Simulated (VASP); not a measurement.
# P in VASP: a series of runs, part 2 of 2

VASP 6.6.1. Earlier steps stand in the parts before.

## Step 3: Single point, PBE (16.33 Å³/atom)

This run uses another cell than the first one, of 16.33 Å³/atom.

INCAR reads:

```
SYSTEM = P
PREC = Accurate ; ENCUT = 520
EDIFF = 1E-6 ; ISMEAR = -1
SIGMA = 0.1 ; LREAL = .FALSE.
LASPH = .TRUE. ; NELM = 80
ALGO = Normal ; ISIF = 2
LWAVE = .FALSE. ; LCHARG = .FALSE.
GGA = PE ; NBANDS = 12
```

KPOINTS reads:

```
Automatic mesh
0
G
  14 14 11
  0 0 0
```

POSCAR reads:

```
P
1.0
   -2.6134192382      2.9554790364      1.2476495873
    2.9554790364     -2.6134192382      1.2476495873
    2.2644817061      2.2644817061     -0.6211664404
P
2
Direct
    0.9668659313      0.0331340687      1.0000000000
    0.7831340687      0.2168659313      0.5000000000
```

Potentials or basis: VASP PAW PBE potentials, release 64 (P).

Run with:

```
$ cat potpaw_PBE.64/P/POTCAR > POTCAR
$ mpirun -np 1 vasp_std > vasp.out
```

OUTCAR:

```text
SYSTEM = P
   PREC = Accurate
   ENCUT = 520
   EDIFF = 1E-6
   ISMEAR = -1
   LREAL = .FALSE.
   LASPH = .TRUE.
   NELM = 80
   ISIF = 2
   GGA = PE

 ion  position               nearest neighbor table
   1  0.967  0.033  0.000-   2 2.18   2 2.18
   2  0.783  0.217  0.500-   1 2.18   1 2.18

  LATTYP: Found a base centered monoclinic cell.
 ALAT       =     2.5417568298
 B/A-ratio  =     3.0984913171
 C/A-ratio  =     1.2834221133
 COS(beta)  =    -0.0000988708

  Lattice vectors:

 A1 = (  -2.6134192382,   2.9554790364,   1.2476495873)
 A2 = (   2.9554790364,  -2.6134192382,   1.2476495873)
 A3 = (   2.2644817061,   2.2644817061,  -0.6211664404)

Analysis of symmetry for initial positions (statically):
=====================================================================
 Subroutine PRICEL returns:
 Original cell was already a primitive cell.

 Routine SETGRP: Setting up the symmetry group for a
 base centered monoclinic supercell.

 Subroutine GETGRP returns: Found  4 space group operations
 (whereof  2 operations were pure point group operations)
 out of a pool of  4 trial point group operations.

The static configuration has the point symmetry C_2 .
 The point group associated with its full space group is C_2h.

Analysis of symmetry for dynamics (positions and initial velocities):
=====================================================================
 Subroutine PRICEL returns:
 Original cell was already a primitive cell.

 Routine SETGRP: Setting up the symmetry group for a
 base centered monoclinic supercell.

 Subroutine GETGRP returns: Found  4 space group operations
 (whereof  2 operations were pure point group operations)
 out of a pool of  4 trial point group operations.

The dynamic configuration has the point symmetry C_2 .
 The point group associated with its full space group is C_2h.

 Subroutine INISYM returns: Found  4 space group operations
 (whereof  2 operations are pure point group operations),
 and found     1 'primitive' translations

[... 124 lines left out ...]
   LRPA    =     F    only Hartree local field effects (RPA)
 non-spin polarized calculation
  energy-cutoff  :      520.00
  volume of cell :       32.65
 maximum number of plane-waves:       894
   NGX = 15   NGY = 15   NGZ = 13

 number of electron      10.0000000 magnetization

 number of electron       9.9999999 magnetization

 Free energy of the ion-electron system (eV)
  ---------------------------------------------------
  ext. energy  EPLUGINS =         0.00000000
  ---------------------------------------------------
  free energy    TOTEN  =       -10.32421615 eV

  energy without entropy =      -10.30103236  energy(sigma->0) =      -10.31262426

 E-fermi :   8.1607     XC(G=0): -10.6629

 val. band max:        8.1538101990   @ k =  -0.0000  -0.0000   0.4545
 cond. band min:       8.1612591777   @ k =  -0.0714  -0.2143   0.1818
 fundamental gap:      0.0074489787
 Fermi energy:         8.1607356960

 k-point     1 :       0.0000    0.0000    0.0000
  band No.  band energies     occupation
      1      -8.0714      2.00000
      2       0.3584      2.00000
      3       3.0084      2.00000
      4       3.7956      2.00000
      5       8.4011      0.16583
      6      12.1865      0.00000
      7      12.5619      0.00000
      8      14.9923      0.00000
      9      15.3882      0.00000
     10      15.8703      0.00000
     11      16.6622      0.00000
     12      21.0682      0.00000
[... 331 lines left out ...]
 k-point    24 :       0.2857    0.1429    0.0000
  band No.  band energies     occupation
      1      -4.7548      2.00000
      2       0.7976      2.00000
      3       3.1046      2.00000
      4       4.9998      2.00000
      5       6.0903      2.00000
      6       6.9936      1.99998
      7      11.6425      0.00000
      8      13.7498      0.00000
      9      14.9177      0.00000
     10      15.7714      0.00000
     11      16.9043      0.00000
     12      19.2164      0.00000

 [... further k-points ...]

------------------------ aborting loop because EDIFF is reached ----------------------------------------

  FORCE on cell =-STRESS in cart. coord.  units (eV):
  Direction    XX          YY          ZZ          XY          YZ          ZX
  --------------------------------------------------------------------------------------
  -------------------------------------------------------------------------------------
  Total        1.6994682      1.6994682      1.3347377      0.2627790     -0.0891747     -0.0891747
  in kB       83.3934260     83.3934260     65.4959873     12.8946451     -4.3758303     -4.3758302
  external PRESSURE =      77.4276131 kB  Pullay stress =       0.0000000 kB

 VOLUME and BASIS-vectors are now :
 -----------------------------------------------------------------------------
  energy-cutoff  :      520.00
  volume of cell :       32.65
      direct lattice vectors                 reciprocal lattice vectors
    -2.613419238  2.955479036  1.247649587    -0.036811256  0.142757476  0.386230263
     2.955479036 -2.613419238  1.247649587     0.142757476 -0.036811256  0.386230263
     2.264481706  2.264481706 -0.621166440     0.212799259  0.212799259 -0.058341759

 POSITION                                       TOTAL-FORCE (eV/Angst)
 -----------------------------------------------------------------------------------
     -2.42890      2.77096      1.24765        -0.514871      0.514871      0.000000
     -0.27347      2.88002      0.93707         0.514871     -0.514871     -0.000000
 -----------------------------------------------------------------------------------
    total drift:                               -0.000000     -0.000000      0.000000

  FREE ENERGIE OF THE ION-ELECTRON SYSTEM (eV)
  ---------------------------------------------------
  free  energy   TOTEN  =       -10.3242161548 eV

  energy  without entropy=      -10.3010323623  energy(sigma->0) =      -10.31262426
```

OSZICAR:

```text
N       E                     dE             d eps       ncg     rms          rms(c)
DAV:   1     0.178834464639E+02    0.17883E+02   -0.43367E+03 13976   0.700E+02
DAV:   2    -0.930319395409E+01   -0.27187E+02   -0.25875E+02 18308   0.113E+02
DAV:   3    -0.103749163549E+02   -0.10717E+01   -0.10653E+01 18252   0.204E+01
DAV:   4    -0.103816715600E+02   -0.67552E-02   -0.67539E-02 16736   0.201E+00
DAV:   5    -0.103817314595E+02   -0.59899E-04   -0.59898E-04 18620   0.179E-01    0.760E+00
DAV:   6    -0.103382598993E+02    0.43472E-01   -0.35962E-02 16248   0.106E+00    0.442E+00
DAV:   7    -0.103244244535E+02    0.13835E-01   -0.42432E-02 16848   0.121E+00    0.336E-01
DAV:   8    -0.103241748262E+02    0.24963E-03   -0.58189E-03 15656   0.510E-01    0.104E-01
DAV:   9    -0.103242061983E+02   -0.31372E-04   -0.31801E-04 17976   0.117E-01    0.555E-02
DAV:  10    -0.103242108448E+02   -0.46465E-05   -0.18791E-05 16596   0.259E-02    0.266E-02
DAV:  11    -0.103242159271E+02   -0.50823E-05   -0.66079E-06 17164   0.185E-02    0.675E-03
DAV:  12    -0.103242161548E+02   -0.22773E-06   -0.32925E-07  9652   0.356E-03
   1 F= -.10324216E+02 E0= -.10312624E+02  d E =-.231838E-01
```

stdout:

```text
POSCAR found type information on POSCAR P
 POSCAR found :  1 types and       2 ions
 scaLAPACK will be used
 LDA part: xc-table for (Slater+PW92), standard interpolation
 POSCAR, INCAR and KPOINTS ok, starting setup
 FFT: planning ... GRIDC
 FFT: planning ... GRID_SOFT
 FFT: planning ... GRID
 WAVECAR not read
 entering main loop
```

Wall time 60 s (1 thread of Intel Xeon 6975P-C (Granite Rapids), shared host); peak memory 0.29 GiB.

Results:

* Free energy: -10.3242 eV
* Pressure: 7.7 GPa
* Largest force: 0.728 eV/Å
* Band gap on the k mesh: zero (bands 5 and 6 overlap by 8.48 eV)

Forces on the atoms (eV/Å):
```
P   -0.515  0.515  0.000
P    0.515 -0.515  0.000
```

Caveat: the cell stands under pressure.

## Step 4: Single point, PBE (17.04 Å³/atom)

This run uses another cell than the first one, of 17.04 Å³/atom.

INCAR reads:

```
SYSTEM = P
PREC     = Accurate       ! precision mode
ENCUT    = 520            ! plane-wave cutoff, eV
EDIFF    = 1E-6           ! SCF threshold, eV
ISMEAR   = -1             ! smearing method
SIGMA    = 0.1            ! smearing width, eV
LREAL    = .FALSE.        ! projectors in reciprocal space
LASPH    = .TRUE.         ! aspherical terms in the spheres
NELM     = 60             ! most SCF steps
ALGO     = Normal         ! electronic algorithm
ISIF     = 2              ! what is computed and relaxed
LWAVE    = .FALSE.        ! write WAVECAR
LCHARG   = .TRUE.         ! write CHGCAR
GGA      = PE             ! functional
LELF     = .TRUE.         ! ELF
LVHAR    = .TRUE.       
NBANDS   = 12             ! bands
```

KPOINTS reads:

```
regular mesh
0
G
  14 14 11
  0 0 0
```

POSCAR reads:

```
P
1.0
   -2.6507588435      2.9977058706      1.2654755613
    2.9977058706     -2.6507588435      1.2654755613
    2.2968358160      2.2968358160     -0.6300414457
P
2
Direct
    0.9668659313      0.0331340687      1.0000000000
    0.7831340687      0.2168659313      0.5000000000
```

Run with:

```
$ cat potpaw_PBE.64/P/POTCAR > POTCAR
$ mpirun -np 1 vasp_std > vasp.out
```

Wall time 86 s (1 thread of Intel Xeon 6975P-C (Granite Rapids), shared host); peak memory 0.3 GiB.

It converged, with:

```
Free energy            : -10.3731 eV
Pressure               : 3.4 GPa
Largest force          : 0.299 eV/Å
Band gap on the k mesh : zero (bands 5 and 6 overlap by 8.15 eV)
```

Forces on the atoms (eV/Å):
```
P   -0.211  0.211  0.000
P    0.211 -0.211  0.000
```

Stress tensor (GPa, compression positive):
```
 3.64  0.48 -0.19
 0.48  3.64 -0.19
-0.19 -0.19  2.79
```

Levels at points of the mesh, in eV from the Fermi level:
```csv
k point,band 1,band 2,band 3,band 4,band 5,band 6,band 7,band 8,band 9,band 10
"(0.00, 0.00, 0.00)",-15.82,-7.78,-4.91,-4.21,0.37,3.84,4.23,6.89,7.08,7.36
"(0.50, 0.00, 0.00)",-12.16,-7.87,-5.24,-3.48,-1.79,0.47,3.30,4.94,6.72,6.73
"(0.50, 0.50, 0.00)",-15.16,-10.80,-3.74,-0.41,-0.33,1.64,3.37,7.21,7.25,8.62
```

Caveat: the cell stands under pressure.

## Step 5: Overview

```csv
cell,gap on the mesh (eV),pressure (GPa),largest force (eV/Å)
"a = 4.077, b = 4.077, c = 3.214 Å, angles 90.0, 90.0, 144.2°, 2 atoms",none,13.1,1.23
"a = 4.138, b = 4.138, c = 3.262 Å, angles 90.0, 90.0, 144.2°, 2 atoms",none,7.7,0.73
"a = 4.197, b = 4.197, c = 3.309 Å, angles 90.0, 90.0, 144.2°, 2 atoms",none,3.4,0.30
```

Alike in all rows: task single point; level PBE; potentials or basis VASP PAW PBE potentials, release 64 (P); no spin polarisation; k mesh 14 × 14 × 11; cutoff (eV) 520; smearing fermi-dirac 0.1 eV.

Caveats: the cell stands under pressure; forces of over 1 eV/Å act on the atoms, so gaps and moduli don't describe the material at rest (at least some runs).

Total energies depend on the potentials used, so only differences within one code and one set of settings carry meaning.
